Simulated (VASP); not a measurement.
# Al2O3: single point with PBEsol

The system is Al2O3.

```xyz
10
Lattice="2.3359 1.3486 4.5284 -2.3359 1.3486 4.5284 0.0000 -2.6972 4.5284" Properties=species:S:1:pos:R:3 pbc="T T T"
Al    0.0000    0.0000   11.5752
Al    0.0000    0.0000    8.8028
Al    0.0000    0.0000    2.0101
Al    0.0000    0.0000    4.7825
O    -0.9070   -1.3486    5.6605
O     1.6214   -0.1112    5.6605
O    -0.7144    1.4598    5.6605
O     0.9070    1.3486    7.9248
O    -1.6214    0.1112    7.9248
O     0.7144   -1.4598    7.9248
```

This cell differs from its parent crystal: c/a of the conventional cell at fixed volume 2.9080.

* Program: VASP 6.6.1
* Task: single point
* Functional: PBEsol
* Potentials or basis: VASP PAW PBE potentials, release 64 (Al, O)
* Cutoff: 520 eV
* k mesh: 6 × 6 × 6
* Occupations: gaussian, width 0.05 eV
* Spin: no spin polarisation

```
Pressure               : 1.2 GPa
Largest force          : 0.365 eV/Å
Band gap on the k mesh : 5.83 eV, direct
```

Forces in eV/Å, atoms in the order of the input:
```
Al   0.000  0.000 -0.365
Al   0.000  0.000  0.365
Al   0.000  0.000  0.365
Al   0.000  0.000 -0.365
O    0.140  0.000  0.000
O   -0.070  0.121  0.000
O   -0.070 -0.121  0.000
O   -0.140  0.000  0.000
O    0.070 -0.121  0.000
O    0.070  0.121  0.000
```

Stress tensor (GPa, compression positive):
```
 10.12   0.00   0.00
  0.00  10.12   0.00
  0.00   0.00 -16.64
```

Levels at points of the mesh, in eV from the valence-band top:
```tsv
k point	band 21	band 22	band 23	band 24	band 25	band 26	band 27	band 28
(0.00, 0.00, 0.00)	-0.52	-0.52	0.00	0.00	5.83	9.28	10.19	10.41
(0.50, 0.00, 0.00)	-1.07	-1.07	-0.52	-0.52	8.83	8.83	9.19	9.19
(0.50, 0.50, 0.00)	-1.12	-1.11	-0.95	-0.48	9.00	9.56	9.79	10.02
(0.50, 0.50, 0.50)	-0.30	-0.30	-0.30	-0.30	8.54	8.54	10.57	10.57
```

Wall time 68 s on 1 thread of AMD EPYC 9R45 96-Core Processor (Zen 5), on a shared host, peak memory 0.24 GiB.

Caveat: the PAW data sets were made with another functional, which shifts forces and pressure a little.
